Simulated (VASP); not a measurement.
# LiF (Fm-3m) in VASP: a series of runs

Runs on LiF. Level: PBE. Tasks: single point.

All numbers are computed with VASP 6.6.1; they aren't measurements. Logs are shortened: lines on timing, memory, paths and dates and some standing lists are left out, and cuts for length are marked.

## 1. The cell of the first run

Symmetry: Fm-3m, No. 225, cubic system. The conventional cell has a = 3.827 Å, b = 3.827 Å, c = 3.827 Å, α = 90.00°, β = 90.00°, γ = 90.00°. Within 2.5 Å of Li (site symmetry m-3m) lie 6 F at 1.91 Å. F (site symmetry m-3m) has 6 Li at 1.91 Å within 2.5 Å.

## 2. Single point, PBE (strain -0.050 along x and y, -0.050 along z)

INCAR reads:

```
SYSTEM = LiF
PREC = Accurate
ENCUT = 520
EDIFF = 1E-6
ISMEAR = 0
SIGMA = 0.05
LREAL = .FALSE.
LASPH = .TRUE.
NELM = 80
ALGO = Normal
ISIF = 2
LWAVE = .FALSE.
LCHARG = .FALSE.
GGA = PE
NBANDS = 12
```

KPOINTS reads:

```
Automatic mesh
0
G
  10 10 10
  0 0 0
```

POSCAR reads:

```
LiF
1.0
    0.0000000000      1.9133000000      1.9133000000
    1.9133000000      0.0000000000      1.9133000000
    1.9133000000      1.9133000000      0.0000000000
Li F
1 1
Direct
    0.0000000000      0.0000000000      0.0000000000
    0.5000000000      0.5000000000      0.5000000000
```

Potentials or basis: VASP PAW PBE potentials, release 64 (Li_sv, F).

On the command line:

```sh
$ cat potpaw_PBE.64/Li_sv/POTCAR potpaw_PBE.64/F/POTCAR > POTCAR
$ mpirun -np 1 vasp_std > vasp.out
```

OUTCAR:

```text
SYSTEM = LiF
   PREC = Accurate
   ENCUT = 520
   EDIFF = 1E-6
   ISMEAR = 0
   LREAL = .FALSE.
   LASPH = .TRUE.
   NELM = 80
   ISIF = 2
   GGA = PE

 ion  position               nearest neighbor table
   1  0.000  0.000  0.000-   2 1.91   2 1.91   2 1.91   2 1.91   2 1.91   2 1.91
   2  0.500  0.500  0.500-   1 1.91   1 1.91   1 1.91   1 1.91   1 1.91   1 1.91

  LATTYP: Found a face centered cubic cell.
 ALAT       =     3.8266000000

  Lattice vectors:

 A1 = (   0.0000000000,   1.9133000000,   1.9133000000)
 A2 = (   1.9133000000,   0.0000000000,   1.9133000000)
 A3 = (   1.9133000000,   1.9133000000,   0.0000000000)

Analysis of symmetry for initial positions (statically):
=====================================================================
 Subroutine PRICEL returns:
 Original cell was already a primitive cell.

 Routine SETGRP: Setting up the symmetry group for a
 face centered cubic supercell.

 Subroutine GETGRP returns: Found 48 space group operations
 (whereof 48 operations were pure point group operations)
 out of a pool of 48 trial point group operations.

The static configuration has the point symmetry O_h .

Analysis of symmetry for dynamics (positions and initial velocities):
=====================================================================
 Subroutine PRICEL returns:
 Original cell was already a primitive cell.

 Routine SETGRP: Setting up the symmetry group for a
 face centered cubic supercell.

 Subroutine GETGRP returns: Found 48 space group operations
 (whereof 48 operations were pure point group operations)
 out of a pool of 48 trial point group operations.

The dynamic configuration has the point symmetry O_h .

 Subroutine INISYM returns: Found 48 space group operations
 (whereof 48 operations are pure point group operations),
 and found     1 'primitive' translations

----------------------------------------------------------------------------------------

                                     Primitive cell

  volume of cell :      14.0081

  direct lattice vectors                    reciprocal lattice vectors
     0.000000000  1.913300000  1.913300000    -0.261328595  0.261328595  0.261328595
     1.913300000  0.000000000  1.913300000     0.261328595 -0.261328595  0.261328595
     1.913300000  1.913300000  0.000000000     0.261328595  0.261328595 -0.261328595

  length of vectors
     2.705814809  2.705814809  2.705814809     0.452634403  0.452634403  0.452634403

  position of ions in fractional coordinates (direct lattice)
     0.000000000  0.000000000  0.000000000
     0.500000000  0.500000000  0.500000000

  ion indices of the primitive-cell ions
   primitive index   ion index
                 1           1
                 2           2

----------------------------------------------------------------------------------------

 KPOINTS: Automatic mesh

Automatic generation of k-mesh.
 Grid dimensions read from file:
 generate k-points for:   10   10   10

 Generating k-lattice:

  Cartesian coordinates                     Fractional coordinates (reciprocal lattice)
    -0.026132859  0.026132859  0.026132859     0.100000000  0.000000000  0.000000000
     0.026132859 -0.026132859  0.026132859     0.000000000  0.100000000  0.000000000
     0.026132859  0.026132859 -0.026132859     0.000000000  0.000000000  0.100000000

  Length of vectors
     0.045263440  0.045263440  0.045263440

  Shift w.r.t. Gamma in fractional coordinates (k-lattice)
     0.000000000  0.000000000  0.000000000

 Subroutine IBZKPT returns following result:
 ===========================================

 Found     47 irreducible k-points:

 Following reciprocal coordinates:
            Coordinates               Weight
  0.000000  0.000000  0.000000      1.000000
  0.100000  0.000000  0.000000      8.000000
  0.200000  0.000000  0.000000      8.000000
  0.300000  0.000000  0.000000      8.000000
  0.400000  0.000000  0.000000      8.000000
  0.500000  0.000000  0.000000      4.000000
[... 16 lines left out ...]
  0.300000  0.300000  0.000000      6.000000
  0.400000  0.300000  0.000000     24.000000
 [... further k-points ...]
   k-points           NKPTS =     47   k-points in BZ     NKDIM =     47   number of bands    NBANDS=     12
   number of dos      NEDOS =    301   number of ions     NIONS =      2
   total plane-waves  NPLWV =   8000
   dimension x,y,z NGX =    20 NGY =   20 NGZ =   20
   dimension x,y,z NGXF=    40 NGYF=   40 NGZF=   40
   ions per type =               1   1
   NGX,Y,Z   is equivalent  to a cutoff of  12.29, 12.29, 12.29 a.u.
   NGXF,Y,Z  is equivalent  to a cutoff of  24.58, 24.58, 24.58 a.u.
 SYSTEM =  LiF
   PREC   = accura    normal or accurate (medium, high low for compatibility)
   ISTART =      0    job   : 0-new  1-cont  2-samecut
   ICHARG =      2    charge: 1-file 2-atom 10-const
   ISPIN  =      1    spin polarized calculation?
   LNONCOLLINEAR =      F non collinear calculations
   LSORBIT =      F    spin-orbit coupling
   LASPH  =      T    aspherical Exc in radial PAW
   ENCUT  =  520.0 eV  38.22 Ry    6.18 a.u.   5.03  5.03  5.03*2*pi/ulx,y,z
   NELM   =     80;   NELMIN=  2; NELMDL= -5     # of ELM steps
   EDIFF  = 0.1E-05   stopping-criterion for ELM
   LREAL  =      F    real-space projection
   EDIFFG = 0.1E-04   stopping-criterion for IOM
   NSW    =      0    number of steps for IOM
   IBRION =     -1    ionic relax: 0-MD 1-quasi-New 2-CG
   NFREE  =      0    steps in history (QN), initial steepest desc. (CG)
   ISIF   =      2    stress and relaxation
   ISYM   =      2    0-nonsym 1-usesym 2-fastsym
   POTIM  = 0.5000    time-step for ionic-motion
   TEBEG  =    0.0;   TEEND  =   0.0 temperature during run
   PSTRESS=    0.0 pullay stress
   NELECT =      10.0000    total number of electrons
   NUPDOWN=      -1.0000    fix difference up-down
   EMIN   =  10.00;   EMAX   =-10.00  energy-range for DOS
   EFERMI =   0.00;   METHOD = LEGACY
   ISMEAR =     0;   SIGMA  =   0.05  broadening in eV -4-tet -1-fermi 0-gaus
   EFERMI_NEDOS =   21; number of points for ismear=-14 and -15
   IALGO  =     38    algorithm
   IMIX   =      4    mixing-type and parameters
     AMIX     =   0.40;   BMIX     =  1.00
     AMIX_MAG =   1.60;   BMIX_MAG =  1.00
  volume/ion in A,a.u.               =       7.00        47.27
  Fermi-wavevector in a.u.,A,eV,Ry     =   1.463126  2.764907 29.126509  2.140738
  Thomas-Fermi vector in A             =   2.579258
   LORBIT       =      0    0 simple, 1 ext, 2 COOP (PROOUT), +10 PAW based schemes
   GGA     = PE    functional components
   LHFCALC =     F    Hartree Fock is set to
   AEXX    =    0.0000 exact exchange contribution
   IVDW    =     0    specifies the selected vdW correction
   LEPSILON=     F    determine dielectric tensor
   LRPA    =     F    only Hartree local field effects (RPA)
 non-spin polarized calculation
 Gauss-broadening in eV      SIGMA  =   0.05
  energy-cutoff  :      520.00
  volume of cell :       14.01
 maximum number of plane-waves:       388
   NGX =  9   NGY =  9   NGZ =  9

 number of electron      10.0000000 magnetization

 number of electron       9.9999986 magnetization

 Free energy of the ion-electron system (eV)
  ---------------------------------------------------
  ext. energy  EPLUGINS =         0.00000000
  ---------------------------------------------------
  free energy    TOTEN  =        -9.50294387 eV

  energy without entropy =       -9.50294387  energy(sigma->0) =       -9.50294387

 E-fermi :   0.3852     XC(G=0): -10.7551

 val. band max:        0.0151496512   @ k =   0.0000   0.0000   0.0000
 cond. band min:      10.6155194446   @ k =   0.0000   0.0000   0.0000
 fundamental gap:     10.6003697934
 Fermi energy:         0.3852367676

 k-point     1 :       0.0000    0.0000    0.0000
  band No.  band energies     occupation
      1     -40.6362      2.00000
      2     -20.4199      2.00000
      3       0.0151      2.00000
      4       0.0151      2.00000
      5       0.0151      2.00000
      6      10.6155      0.00000
      7      25.8840      0.00000
      8      25.8840      0.00000
      9      25.8840      0.00000
     10      26.0790      0.00000
     11      26.0790      0.00000
     12      26.0790      0.00000

 k-point     2 :       0.1000    0.0000    0.0000
  band No.  band energies     occupation
      1     -40.6258      2.00000
      2     -20.3733      2.00000
      3      -0.3213      2.00000
      4      -0.0139      2.00000
      5      -0.0139      2.00000
      6      10.8944      0.00000
      7      22.7907      0.00000
      8      24.4796      0.00000
      9      24.4796      0.00000
     10      27.1719      0.00000
     11      27.1719      0.00000
     12      27.4644      0.00000

 k-point     3 :       0.2000    0.0000    0.0000
  band No.  band energies     occupation
      1     -40.5977      2.00000
      2     -20.2436      2.00000
      3      -1.1365      2.00000
      4      -0.0882      2.00000
      5      -0.0882      2.00000
      6      11.4695      0.00000
      7      20.2127      0.00000
      8      22.7976      0.00000
      9      22.7976      0.00000
     10      28.6056      0.00000
     11      28.6213      0.00000
     12      28.6213      0.00000
[... 286 lines left out ...]
 k-point    23 :       0.3000    0.3000    0.0000
  band No.  band energies     occupation
      1     -40.5428      2.00000
      2     -19.8733      2.00000
      3      -2.2826      2.00000
      4      -0.8184      2.00000
      5      -0.8184      2.00000
      6      13.8368      0.00000
      7      18.8143      0.00000
      8      20.7159      0.00000
      9      22.2036      0.00000
     10      22.2036      0.00000
     11      37.2408      0.00000
     12      38.3436      0.00000

 k-point    24 :       0.4000    0.3000    0.0000
  band No.  band energies     occupation
      1     -40.5223      2.00000
      2     -19.7211      2.00000
      3      -2.8171      2.00000
      4      -1.0795      2.00000
      5      -0.9408      2.00000
      6      14.6245      0.00000
      7      17.7541      0.00000
      8      20.2712      0.00000
      9      21.9465      0.00000
     10      23.0451      0.00000
     11      37.6341      0.00000
     12      37.7600      0.00000

 [... further k-points ...]
[... 5 lines left out ...]
  --------------------------------------------------------------------------------------
  -------------------------------------------------------------------------------------
  Total        1.5450404      1.5450404      1.5450404      0.0000000      0.0000000      0.0000000
  in kB      176.7140989    176.7140989    176.7140989      0.0000000      0.0000000      0.0000000
  external PRESSURE =     176.7140989 kB  Pullay stress =       0.0000000 kB

 VOLUME and BASIS-vectors are now :
 -----------------------------------------------------------------------------
  energy-cutoff  :      520.00
  volume of cell :       14.01
      direct lattice vectors                 reciprocal lattice vectors
     0.000000000  1.913300000  1.913300000    -0.261328595  0.261328595  0.261328595
     1.913300000  0.000000000  1.913300000     0.261328595 -0.261328595  0.261328595
     1.913300000  1.913300000  0.000000000     0.261328595  0.261328595 -0.261328595

 POSITION                                       TOTAL-FORCE (eV/Angst)
 -----------------------------------------------------------------------------------
      0.00000      0.00000      0.00000        -0.000000      0.000000     -0.000000
      1.91330      1.91330      1.91330         0.000000      0.000000      0.000000
 -----------------------------------------------------------------------------------
    total drift:                                0.000000      0.000000      0.000000

  FREE ENERGIE OF THE ION-ELECTRON SYSTEM (eV)
  ---------------------------------------------------
  free  energy   TOTEN  =        -9.5029438654 eV

  energy  without entropy=       -9.5029438654  energy(sigma->0) =       -9.50294387
```

It took 11 s on 1 thread of Intel Xeon 6975P-C, shared host; peak memory 0.12 GiB.

Results:

```
Free energy            : -9.5029 eV
Band gap on the k mesh : 10.60 eV, direct
```

Levels at points of the mesh, in eV from the valence-band top:
```tsv
k point	band 2	band 3	band 4	band 5	band 6	band 7	band 8	band 9
(0.00, 0.00, 0.00)	-20.43	0.00	0.00	0.00	10.60	25.87	25.87	25.87
(0.50, 0.00, 0.00)	-19.89	-3.01	-0.29	-0.29	11.62	18.67	20.14	20.14
(0.50, 0.50, 0.00)	-19.49	-3.73	-1.25	-1.25	16.35	17.18	19.43	22.14
```

Caveat: the cell differs from its parent crystal (strain -0.050 along x and y, -0.050 along z); the cutoff is under 1.25 times the usual one of these potentials, so pressure, stress and relaxed cells hold a basis-set (Pulay) error. A k mesh can miss the band edges.

[end of part 1 of 2]
